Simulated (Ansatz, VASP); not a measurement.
CdS: VASP beside Ansatz

```
Cd S
1.0
     0.00000    2.93921    2.93921
     2.93921    0.00000    2.93921
     2.93921    2.93921    0.00000
Cd S
1 1
Direct
  0.00000 0.00000 0.00000
  0.25000 0.25000 0.25000
```

Alike in both runs: task single point; functional r2SCAN; k mesh 6 × 6 × 6; occupations gaussian, width 0.5 eV; no spin polarisation.

```csv
,VASP,Ansatz
version,VASP 6.6.1,Ansatz 0.2.0
potentials or method,"VASP PAW PBE potentials, release 64 (Cd, S)",plane waves
plane-wave cutoff (eV),550,500
valence electrons in the cell,18,26
```

Ansatz gave:

* pressure (GPa): 0.0

Q: Which values does VASP return?

A: Pressure (GPa): 0.3.

VASP's potentials were made for PBE, not for r2SCAN. VASP's potentials hold 18 valence electrons a cell and Ansatz's 26, so a difference there can come from the potentials and not from the codes.
